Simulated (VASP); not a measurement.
# AlGaN2 (P-4m2) in VASP: further runs, part 2 of 2

VASP 6.6.1. Earlier steps stand in the parts before.

### Step 3. Single point, LDA (atoms displaced along a vibrational mode)

File INCAR:

```
SYSTEM = AlGaN2
PREC = Accurate
ENCUT = 520
EDIFF = 1E-6
ISMEAR = 0
SIGMA = 0.05
LREAL = .FALSE.
LASPH = .TRUE.
NELM = 80
ALGO = Normal
ISIF = 2
LWAVE = .FALSE.
LCHARG = .FALSE.
NBANDS = 36
```

File KPOINTS:

```
Automatic mesh
0
G
  8 8 4
  0 0 0
```

File POSCAR:

```
AlGaN2
1.0
    3.1152864652      0.0000000000      0.0000000000
    0.0000000000      3.1152864652      0.0000000000
    0.0000000000      0.0000000000      8.7686604219
Al Ga N
2 2 4
Direct
    0.5000000000      0.5000000000      0.2500000000
    0.5000000000      0.5000000000      0.7500000000
    0.0000000000      0.0000000000      0.0047659369
    0.0000000000      0.0000000000      0.4952340631
    0.5000000000      0.0000000000      0.3914086325
    0.5000000000      0.0000000000      0.8486426931
    0.0000000000      0.5000000000      0.1085913675
    0.0000000000      0.5000000000      0.6513573069
```

Potentials or basis: VASP PAW LDA potentials, release 64 (Al, Ga_d, N).

Launch:

```console
$ cat potpaw_LDA.64/Al/POTCAR potpaw_LDA.64/Ga_d/POTCAR potpaw_LDA.64/N/POTCAR > POTCAR
$ mpirun -np 1 vasp_std > vasp.out
```

OUTCAR:

```text
SYSTEM = AlGaN2
   PREC = Accurate
   ENCUT = 520
   EDIFF = 1E-6
   ISMEAR = 0
   LREAL = .FALSE.
   LASPH = .TRUE.
   NELM = 80
   ISIF = 2

 ion  position               nearest neighbor table
   1  0.500  0.500  0.250-   5 1.99   7 1.99   5 1.99   7 1.99   3 3.08   4 3.08   3 3.08   3 3.08
                             4 3.08   4 3.08   3 3.08   4 3.08
   2  0.500  0.500  0.750-   6 1.78   8 1.78   6 1.78   8 1.78   3 3.14   4 3.14   3 3.14   3 3.14
                             4 3.14   4 3.14   3 3.14   4 3.14
   3  0.000  0.000  0.005-   7 1.80   7 1.80   6 2.07   6 2.07   1 3.08   1 3.08   1 3.08   1 3.08
                             2 3.14   2 3.14   2 3.14   2 3.14
   4  0.000  0.000  0.495-   5 1.80   5 1.80   8 2.07   8 2.07   1 3.08   1 3.08   1 3.08   1 3.08
                             2 3.14   2 3.14   2 3.14   2 3.14
   5  0.500  0.000  0.391-   4 1.80   4 1.80   1 1.99   1 1.99
   6  0.500  0.000  0.849-   2 1.78   2 1.78   3 2.07   3 2.07
   7  0.000  0.500  0.109-   3 1.80   3 1.80   1 1.99   1 1.99
   8  0.000  0.500  0.651-   2 1.78   2 1.78   4 2.07   4 2.07

  LATTYP: Found a simple tetragonal cell.
 ALAT       =     3.1152864652
 C/A-ratio  =     2.8147204181

  Lattice vectors:

 A1 = (   3.1152864652,   0.0000000000,   0.0000000000)
 A2 = (   0.0000000000,   3.1152864652,   0.0000000000)
 A3 = (   0.0000000000,   0.0000000000,   8.7686604219)

Analysis of symmetry for initial positions (statically):
=====================================================================
 Subroutine PRICEL returns:
 Original cell was already a primitive cell.

 Routine SETGRP: Setting up the symmetry group for a
 simple tetragonal supercell.

 Subroutine GETGRP returns: Found  8 space group operations
 (whereof  4 operations were pure point group operations)
 out of a pool of 16 trial point group operations.

The static configuration has the point symmetry C_2v.
 The point group associated with its full space group is D_2d.

Analysis of symmetry for dynamics (positions and initial velocities):
=====================================================================
 Subroutine PRICEL returns:
 Original cell was already a primitive cell.
[... 150 lines left out ...]
   LEPSILON=     F    determine dielectric tensor
   LRPA    =     F    only Hartree local field effects (RPA)
 non-spin polarized calculation
 Gauss-broadening in eV      SIGMA  =   0.05
  energy-cutoff  :      520.00
  volume of cell :       85.10
 maximum number of plane-waves:      2316
 NGX is ok and might be reduce to    24
   NGX = 11   NGY = 11   NGZ = 33

 number of electron      51.9999983 magnetization

 Free energy of the ion-electron system (eV)
  ---------------------------------------------------
  ext. energy  EPLUGINS =         0.00000000
  ---------------------------------------------------
  free energy    TOTEN  =       -58.45714831 eV

  energy without entropy =      -58.45714831  energy(sigma->0) =      -58.45714831

 E-fermi :   6.8486     XC(G=0): -11.8491

 val. band max:        6.6247939627   @ k =   0.0000   0.0000   0.0000
 cond. band min:       8.1317299208   @ k =   0.0000   0.0000   0.0000
 fundamental gap:      1.5069359581
 Fermi energy:         6.8485943428

 k-point     1 :       0.0000    0.0000    0.0000
  band No.  band energies     occupation
      1     -10.6590      2.00000
      2     -10.0018      2.00000
      3      -8.5208      2.00000
      4      -7.7234      2.00000
      5      -7.7234      2.00000
      6      -7.6321      2.00000
[... 925 lines left out ...]
     35      14.9643      0.00000
     36      15.7669      0.00000

 [... further k-points ...]

------------------------ aborting loop because EDIFF is reached ----------------------------------------

  FORCE on cell =-STRESS in cart. coord.  units (eV):
  Direction    XX          YY          ZZ          XY          YZ          ZX
  --------------------------------------------------------------------------------------
  -------------------------------------------------------------------------------------
  Total        6.1919911      6.1919911     -0.6052965      0.0000000      0.0000000      0.0000000
  in kB      116.5766785    116.5766785    -11.3959232      0.0000000      0.0000000      0.0000000
  external PRESSURE =      73.9191446 kB  Pullay stress =       0.0000000 kB

 VOLUME and BASIS-vectors are now :
 -----------------------------------------------------------------------------
  energy-cutoff  :      520.00
  volume of cell :       85.10
      direct lattice vectors                 reciprocal lattice vectors
     3.115286465  0.000000000  0.000000000     0.320997767  0.000000000  0.000000000
     0.000000000  3.115286465  0.000000000     0.000000000  0.320997767  0.000000000
     0.000000000  0.000000000  8.768660422     0.000000000  0.000000000  0.114042505

 POSITION                                       TOTAL-FORCE (eV/Angst)
 -----------------------------------------------------------------------------------
      1.55764      1.55764      2.19217         0.000000      0.000000      0.000000
      1.55764      1.55764      6.57650         0.000000      0.000000      0.000000
      0.00000      0.00000      0.04179         0.000000      0.000000     -5.545333
      0.00000      0.00000      4.34254         0.000000      0.000000      5.545333
      1.55764      0.00000      3.43213         0.000000      0.000000     -5.141883
      1.55764      0.00000      7.44146         0.000000      0.000000      4.921617
      0.00000      1.55764      0.95220         0.000000      0.000000      5.141883
      0.00000      1.55764      5.71153         0.000000      0.000000     -4.921617
 -----------------------------------------------------------------------------------
    total drift:                                0.000000      0.000000      0.000000

  FREE ENERGIE OF THE ION-ELECTRON SYSTEM (eV)
  ---------------------------------------------------
  free  energy   TOTEN  =       -58.4571483125 eV

  energy  without entropy=      -58.4571483125  energy(sigma->0) =      -58.45714831
```

OSZICAR:

```text
N       E                     dE             d eps       ncg     rms          rms(c)
DAV:   1     0.477579428278E+03    0.47758E+03   -0.24254E+04  3708   0.217E+03
DAV:   2     0.106842136933E+02   -0.46690E+03   -0.43484E+03  3604   0.543E+02
DAV:   3    -0.650595297118E+02   -0.75744E+02   -0.74210E+02  3648   0.165E+02
DAV:   4    -0.691567429249E+02   -0.40972E+01   -0.40575E+01  4408   0.408E+01
DAV:   5    -0.692632068596E+02   -0.10646E+00   -0.10602E+00  3948   0.642E+00    0.171E+01
DAV:   6    -0.584814399881E+02    0.10782E+02   -0.31224E+01  5564   0.659E+01    0.555E+00
DAV:   7    -0.586310012195E+02   -0.14956E+00   -0.43979E+00  3836   0.119E+01    0.414E+00
DAV:   8    -0.584921208551E+02    0.13888E+00   -0.68020E-01  4704   0.681E+00    0.108E+00
DAV:   9    -0.584566536061E+02    0.35467E-01   -0.15030E-01  5384   0.519E+00    0.450E-01
DAV:  10    -0.584573132587E+02   -0.65965E-03   -0.26836E-02  3516   0.893E-01    0.271E-01
DAV:  11    -0.584571860603E+02    0.12720E-03   -0.31122E-03  5360   0.379E-01    0.120E-01
DAV:  12    -0.584571762697E+02    0.97906E-05   -0.66324E-04  4676   0.235E-01    0.461E-02
DAV:  13    -0.584571470756E+02    0.29194E-04   -0.15436E-04  4776   0.133E-01    0.220E-02
DAV:  14    -0.584571481982E+02   -0.11226E-05   -0.31379E-05  4272   0.509E-02    0.227E-03
DAV:  15    -0.584571483125E+02   -0.11433E-06   -0.22615E-06  3116   0.137E-02
   1 F= -.58457148E+02 E0= -.58457148E+02  d E =-.494495E-12
```

Run time: 1.8 min. Hardware: 1 thread of Intel Xeon Platinum 8259CL at 2.50GHz (Skylake/Cascade Lake), shared host; peak memory 0.24 GiB.

Results:

* Free energy: -58.4571 eV
* Pressure: 7.4 GPa
* Largest force: 5.545 eV/Å
* Band gap on the k mesh: 1.51 eV

Forces on the atoms (eV/Å):
```
Al   0.000  0.000  0.000
Al   0.000  0.000  0.000
Ga   0.000  0.000 -5.545
Ga   0.000  0.000  5.545
N    0.000  0.000 -5.142
N    0.000  0.000  4.922
N    0.000  0.000  5.142
N    0.000  0.000 -4.922
```

Levels at points of the mesh, in eV from the valence-band top:
| k point | band 22 | band 23 | band 24 | band 25 | band 26 | band 27 | band 28 | band 29 | band 30 | band 31 |
| --- | --- | --- | --- | --- | --- | --- | --- | --- | --- | --- |
| (0.00, 0.00, 0.00) | -1.89 | -1.89 | -1.10 | 0.00 | 0.00 | 1.51 | 1.60 | 5.01 | 5.83 | 6.09 |
| (0.50, 0.00, 0.00) | -2.49 | -1.34 | -1.27 | -1.04 | -0.27 | 3.64 | 4.59 | 5.69 | 5.77 | 6.44 |
| (0.50, 0.50, 0.00) | -4.50 | -2.77 | -2.77 | -2.50 | -2.35 | 1.55 | 1.55 | 4.94 | 6.25 | 6.25 |
| (0.00, 0.00, 0.50) | -2.00 | -1.78 | -1.78 | -0.05 | -0.05 | 1.80 | 1.89 | 4.46 | 5.17 | 6.26 |
| (0.50, 0.00, 0.50) | -2.49 | -1.67 | -1.59 | -1.34 | -0.28 | 4.05 | 4.72 | 5.72 | 5.84 | 5.99 |
| (0.50, 0.50, 0.50) | -4.22 | -2.99 | -2.99 | -2.65 | -2.60 | 2.05 | 2.05 | 5.22 | 5.22 | 5.80 |

Caveat: the cell differs from its parent crystal (atoms displaced along a vibrational mode); the stress differs along the axes, from -1 to 12 GPa; forces of over 1 eV/Å act on the atoms, so gaps and moduli don't describe the material at rest. A k mesh can miss the band edges.

### Step 4. Single point, LDA (atoms displaced along a vibrational mode)

INCAR is that of step 3.

File KPOINTS:

```
regular mesh
0
G
  8 8 4
  0 0 0
```

File POSCAR:

```
AlGaN2
1.0
    3.1152864652      0.0000000000      0.0000000000
    0.0000000000      3.1152864652      0.0000000000
    0.0000000000      0.0000000000      8.7686604219
Al Ga N
2 2 4
Direct
    0.5000000000      0.5000000000      0.2500000000
    0.5000000000      0.5000000000      0.7500000000
    0.0000000000      0.0000000000      0.0028595622
    0.0000000000      0.0000000000      0.4971404378
    0.5000000000      0.0000000000      0.3828554446
    0.5000000000      0.0000000000      0.8571958810
    0.0000000000      0.5000000000      0.1171445554
    0.0000000000      0.5000000000      0.6428041190
```

Launch:

```console
$ cat potpaw_LDA.64/Al/POTCAR potpaw_LDA.64/Ga_d/POTCAR potpaw_LDA.64/N/POTCAR > POTCAR
$ mpirun -np 1 vasp_std > vasp.out
```

Run time: 2.1 min. Hardware: 1 thread of Intel Xeon Platinum 8259CL at 2.50GHz (Skylake/Cascade Lake), shared host; peak memory 0.24 GiB.

It converged, with:

```
Free energy            : -59.8358 eV
Pressure               : 3.3 GPa
Largest force          : 3.453 eV/Å
Band gap on the k mesh : 2.36 eV
```

Forces on the atoms (eV/Å):
```
Al   0.000  0.000  0.000
Al   0.000  0.000  0.000
Ga   0.000  0.000 -3.453
Ga   0.000  0.000  3.453
N    0.000  0.000 -3.184
N    0.000  0.000  3.051
N    0.000  0.000  3.184
N    0.000  0.000 -3.051
```

Stress tensor (GPa, compression positive):
```
4.81 0.00 0.00
0.00 4.81 0.00
0.00 0.00 0.14
```

Levels at points of the mesh, in eV from the valence-band top:
```tsv
k point	band 22	band 23	band 24	band 25	band 26	band 27	band 28	band 29	band 30	band 31
(0.00, 0.00, 0.00)	-1.48	-1.48	-0.64	0.00	0.00	2.36	2.58	5.14	5.60	6.90
(0.50, 0.00, 0.00)	-1.79	-1.10	-1.06	-0.85	-0.27	4.62	5.82	6.48	6.71	7.10
(0.50, 0.50, 0.00)	-4.05	-2.54	-2.54	-2.41	-2.41	2.47	2.47	5.75	6.15	6.15
(0.00, 0.00, 0.50)	-1.65	-1.25	-1.25	-0.09	-0.09	2.86	2.87	4.49	5.05	7.03
(0.50, 0.00, 0.50)	-1.79	-1.58	-1.53	-1.06	-0.28	5.17	6.06	6.15	6.69	7.04
(0.50, 0.50, 0.50)	-3.75	-2.80	-2.80	-2.80	-2.56	3.12	3.12	5.11	5.11	6.75
```

Caveat: the cell differs from its parent crystal (atoms displaced along a vibrational mode); the cell stands under pressure; forces of over 1 eV/Å act on the atoms, so gaps and moduli don't describe the material at rest.

### Step 5. The runs side by side

```csv
cell,gap on the mesh (eV),pressure (GPa),largest force (eV/Å)
"as given, atomic positions A",0.63,13.4,7.29
"as given, atomic positions B",1.51,7.4,5.55
"as given, atomic positions C",2.36,3.3,3.45
```

Alike in all rows: task single point; level LDA; potentials or basis VASP PAW LDA potentials, release 64 (Al, Ga_d, N); no spin polarisation; k mesh 8 × 8 × 4; cutoff (eV) 520; smearing gaussian 0.05 eV.

Caveats: forces of over 1 eV/Å act on the atoms, so gaps and moduli don't describe the material at rest; the stress differs along the axes, from -3 to 22 GPa (at least some runs); semilocal functionals underestimate gaps, and a narrow one can read as zero (at least some runs); the stress differs along the axes, from -1 to 12 GPa (at least some runs); the cell stands under pressure (at least some runs).

Total energies depend on the potentials used, so only differences within one code and one set of settings carry meaning.
